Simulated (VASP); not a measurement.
# MoSe (F-43m) in VASP: a series of runs

MoSe is run at these levels: PBE; tasks: single point.

All numbers are computed with VASP 6.6.1; they aren't measurements. Logs are shortened: lines on timing, memory, paths and dates and some standing lists are left out, and cuts for length are marked.

## 1. The cell of the first run

Symmetry: F-43m, No. 216, cubic system. Conventional cell: a = 5.679 Å, b = 5.679 Å, c = 5.679 Å, α = 90.00°, β = 90.00°, γ = 90.00°. Within 3.2 Å of Mo (site symmetry -43m) lie 4 Se at 2.46 Å. Within 3.2 Å of Se (site symmetry -43m) lie 4 Mo at 2.46 Å.

## 2. Single point, PBE

The input, INCAR:

```
ALGO = Normal ; EDIFF = 1E-6
ENCUT = 520 ; GGA = PE
ISIF = 2 ; ISMEAR = 0
LASPH = True ; LCHARG = False
LREAL = False ; LWAVE = False
NBANDS = 17 ; NELM = 80
PREC = Accurate ; SIGMA = 0.1
```

The input, KPOINTS:

```
k-points
0
Gamma
  12 12 12
```

The input, POSCAR:

```
MoSe
1.0
    0.0000000000      2.8392909712      2.8392909712
    2.8392909712      0.0000000000      2.8392909712
    2.8392909712      2.8392909712      0.0000000000
Mo Se
1 1
Direct
    0.0000000000      0.0000000000      0.0000000000
    0.2500000000      0.2500000000      0.2500000000
```

Potentials or basis: VASP PAW PBE potentials, release 64 (Mo_sv, Se).

Launch:

```bash
$ cat potpaw_PBE.64/Mo_sv/POTCAR potpaw_PBE.64/Se/POTCAR > POTCAR
$ mpirun -np 1 vasp_std > vasp.out
```

OUTCAR:

```text
EDIFF = 1E-6
   ENCUT = 520
   GGA = PE
   ISIF = 2
   ISMEAR = 0
   LASPH = True
   LREAL = False
   NELM = 80
   PREC = Accurate

 ion  position               nearest neighbor table
   1  0.000  0.000  0.000-   2 2.46   2 2.46   2 2.46   2 2.46
   2  0.250  0.250  0.250-   1 2.46   1 2.46   1 2.46   1 2.46

  LATTYP: Found a face centered cubic cell.
 ALAT       =     5.6785819424

  Lattice vectors:

 A1 = (   0.0000000000,   2.8392909712,   2.8392909712)
 A2 = (   2.8392909712,   0.0000000000,   2.8392909712)
 A3 = (   2.8392909712,   2.8392909712,   0.0000000000)

Analysis of symmetry for initial positions (statically):
=====================================================================
 Subroutine PRICEL returns:
 Original cell was already a primitive cell.

 Routine SETGRP: Setting up the symmetry group for a
 face centered cubic supercell.

 Subroutine GETGRP returns: Found 24 space group operations
 (whereof 24 operations were pure point group operations)
 out of a pool of 48 trial point group operations.

The static configuration has the point symmetry T_d .

Analysis of symmetry for dynamics (positions and initial velocities):
=====================================================================
 Subroutine PRICEL returns:
 Original cell was already a primitive cell.

 Routine SETGRP: Setting up the symmetry group for a
 face centered cubic supercell.

 Subroutine GETGRP returns: Found 24 space group operations
 (whereof 24 operations were pure point group operations)
 out of a pool of 48 trial point group operations.

The dynamic configuration has the point symmetry T_d .

 Subroutine INISYM returns: Found 24 space group operations
 (whereof 24 operations are pure point group operations),
 and found     1 'primitive' translations

----------------------------------------------------------------------------------------

                                     Primitive cell

  volume of cell :      45.7783

  direct lattice vectors                    reciprocal lattice vectors
     0.000000000  2.839290971  2.839290971    -0.176100303  0.176100303  0.176100303
     2.839290971  0.000000000  2.839290971     0.176100303 -0.176100303  0.176100303
     2.839290971  2.839290971  0.000000000     0.176100303  0.176100303 -0.176100303

  length of vectors
[... 79 lines left out ...]
   LASPH  =      T    aspherical Exc in radial PAW
   ENCUT  =  520.0 eV  38.22 Ry    6.18 a.u.   7.47  7.47  7.47*2*pi/ulx,y,z
   NELM   =     80;   NELMIN=  2; NELMDL= -5     # of ELM steps
   EDIFF  = 0.1E-05   stopping-criterion for ELM
   LREAL  =      F    real-space projection
   EDIFFG = 0.1E-04   stopping-criterion for IOM
   NSW    =      0    number of steps for IOM
   IBRION =     -1    ionic relax: 0-MD 1-quasi-New 2-CG
   NFREE  =      0    steps in history (QN), initial steepest desc. (CG)
   ISIF   =      2    stress and relaxation
   ISYM   =      2    0-nonsym 1-usesym 2-fastsym
   POTIM  = 0.5000    time-step for ionic-motion
   TEBEG  =    0.0;   TEEND  =   0.0 temperature during run
   PSTRESS=    0.0 pullay stress
   NELECT =      20.0000    total number of electrons
   NUPDOWN=      -1.0000    fix difference up-down
   EMIN   =  10.00;   EMAX   =-10.00  energy-range for DOS
   EFERMI =   0.00;   METHOD = LEGACY
   ISMEAR =     0;   SIGMA  =   0.10  broadening in eV -4-tet -1-fermi 0-gaus
   EFERMI_NEDOS =   21; number of points for ismear=-14 and -15
   IALGO  =     38    algorithm
   IMIX   =      4    mixing-type and parameters
     AMIX     =   0.40;   BMIX     =  1.00
     AMIX_MAG =   1.60;   BMIX_MAG =  1.00
  volume/ion in A,a.u.               =      22.89       154.46
  Fermi-wavevector in a.u.,A,eV,Ry     =   1.242219  2.347454 20.995269  1.543109
  Thomas-Fermi vector in A             =   2.376583
   LORBIT       =      0    0 simple, 1 ext, 2 COOP (PROOUT), +10 PAW based schemes
   GGA     = PE    functional components
   LHFCALC =     F    Hartree Fock is set to
   AEXX    =    0.0000 exact exchange contribution
   IVDW    =     0    specifies the selected vdW correction
   LEPSILON=     F    determine dielectric tensor
   LRPA    =     F    only Hartree local field effects (RPA)
 non-spin polarized calculation
 Gauss-broadening in eV      SIGMA  =   0.10
  energy-cutoff  :      520.00
  volume of cell :       45.78
 maximum number of plane-waves:      1258
 NGX is ok and might be reduce to    30
   NGX = 15   NGY = 15   NGZ = 15

 number of electron      19.9999999 magnetization

 Free energy of the ion-electron system (eV)
  ---------------------------------------------------
  ext. energy  EPLUGINS =         0.00000000
  ---------------------------------------------------
  free energy    TOTEN  =       -13.47816168 eV

  energy without entropy =      -13.46434534  energy(sigma->0) =      -13.47125351

 E-fermi :   6.1953     XC(G=0): -10.2399

 val. band max:        6.1918237332   @ k =   0.4167   0.2500   0.0000
 cond. band min:       6.2003593421   @ k =   0.5000   0.3333   0.0000
 fundamental gap:      0.0085356090
 Fermi energy:         6.1953005045

 k-point     1 :       0.0000    0.0000    0.0000
  band No.  band energies     occupation
      1     -54.5811      2.00000
      2     -28.7261      2.00000
      3     -28.7261      2.00000
      4     -28.7261      2.00000
      5      -8.4866      2.00000
      6       1.3748      2.00000
[... 457 lines left out ...]
      4     -28.7362      2.00000
      5      -7.7987      2.00000
      6       0.8739      2.00000
[... 9 lines left out ...]
     16      15.1252      0.00000
     17      15.2846      0.00000

 [... further k-points ...]

------------------------ aborting loop because EDIFF is reached ----------------------------------------

  FORCE on cell =-STRESS in cart. coord.  units (eV):
  Direction    XX          YY          ZZ          XY          YZ          ZX
  --------------------------------------------------------------------------------------
  -------------------------------------------------------------------------------------
  Total       -0.4271633     -0.4271633     -0.4271633      0.0000000      0.0000000     -0.0000000
  in kB      -14.9501238    -14.9501238    -14.9501238      0.0000000      0.0000000     -0.0000000
  external PRESSURE =     -14.9501238 kB  Pullay stress =       0.0000000 kB

 VOLUME and BASIS-vectors are now :
 -----------------------------------------------------------------------------
  energy-cutoff  :      520.00
  volume of cell :       45.78
      direct lattice vectors                 reciprocal lattice vectors
     0.000000000  2.839290971  2.839290971    -0.176100303  0.176100303  0.176100303
     2.839290971  0.000000000  2.839290971     0.176100303 -0.176100303  0.176100303
     2.839290971  2.839290971  0.000000000     0.176100303  0.176100303 -0.176100303

 POSITION                                       TOTAL-FORCE (eV/Angst)
 -----------------------------------------------------------------------------------
      0.00000      0.00000      0.00000         0.000000      0.000000      0.000000
      1.41965      1.41965      1.41965        -0.000000     -0.000000     -0.000000
 -----------------------------------------------------------------------------------
    total drift:                                0.000000      0.000000      0.000000

  FREE ENERGIE OF THE ION-ELECTRON SYSTEM (eV)
  ---------------------------------------------------
  free  energy   TOTEN  =       -13.4781616841 eV

  energy  without entropy=      -13.4643453370  energy(sigma->0) =      -13.47125351
```

Run time: 93 s. Hardware: 1 thread of Intel Xeon 8259CL, shared host; peak memory 0.21 GiB.

What came out:

- Free energy: -13.4782 eV
- Pressure: -1.5 GPa
- Band gap on the k mesh: zero (bands 10 and 11 overlap by 0.25 eV)

Levels at points of the mesh, in eV from the Fermi level:
| k point | band 7 | band 8 | band 9 | band 10 | band 11 | band 12 | band 13 | band 14 |
| --- | --- | --- | --- | --- | --- | --- | --- | --- |
| (0.00, 0.00, 0.00) | -4.82 | -4.82 | -0.51 | -0.51 | 1.26 | 4.21 | 4.21 | 4.21 |
| (0.50, 0.00, 0.00) | -4.45 | -4.45 | -0.19 | -0.19 | -0.02 | 2.26 | 2.26 | 3.83 |
| (0.50, 0.50, 0.00) | -3.78 | -3.78 | -1.40 | 0.10 | 0.25 | 0.75 | 0.75 | 5.88 |

## 3. Single point, PBE

This run uses another cell than the first one, of 23.80 Å³/atom.

The input, INCAR:

```
SYSTEM = MoSe
PREC = Accurate
ENCUT = 520
EDIFF = 1E-7
ISMEAR = 0
SIGMA = 0.1
LREAL = .False.
LASPH = .True.
NELM = 80
ALGO = Normal
ISIF = 2
LWAVE = .False.
LCHARG = .True.
GGA = PE
LELF = .True.
LVHAR = .True.
NBANDS = 17
```

The input, KPOINTS:

```
regular mesh
0
Gamma
  12 12 12
  0 0 0
```

The input, POSCAR:

```
MoSe
1.0
    0.0000000000      2.8766543477      2.8766543477
    2.8766543477      0.0000000000      2.8766543477
    2.8766543477      2.8766543477      0.0000000000
Mo Se
1 1
Direct
    0.0000000000      0.0000000000      0.0000000000
    0.2500000000      0.2500000000      0.2500000000
```

Potentials or basis: VASP PAW PBE potentials, release 64 (Mo_sv, Se).

Launch:

```bash
$ cat potpaw_PBE.64/Mo_sv/POTCAR potpaw_PBE.64/Se/POTCAR > POTCAR
$ mpirun -np 1 vasp_std > vasp.out
```

It took 1.7 min on 1 thread of Intel Xeon 8259CL, shared host; peak memory 0.21 GiB.

Results (log left out):

| Quantity | Value |
| --- | --- |
| Free energy | -13.4400 eV |
| Pressure | -5.1 GPa |
| Band gap on the k mesh | zero (bands 10 and 11 overlap by 0.23 eV) |

Levels at points of the mesh, in eV from the Fermi level:
| k point | band 7 | band 8 | band 9 | band 10 | band 11 | band 12 | band 13 | band 14 |
| --- | --- | --- | --- | --- | --- | --- | --- | --- |
| (0.00, 0.00, 0.00) | -4.67 | -4.67 | -0.47 | -0.47 | 1.16 | 3.99 | 3.99 | 3.99 |
| (0.50, 0.00, 0.00) | -4.32 | -4.32 | -0.17 | -0.17 | -0.02 | 2.15 | 2.15 | 3.73 |
| (0.50, 0.50, 0.00) | -3.71 | -3.71 | -1.30 | 0.07 | 0.24 | 0.72 | 0.72 | 5.61 |

Caveat: the cell stands under tension.
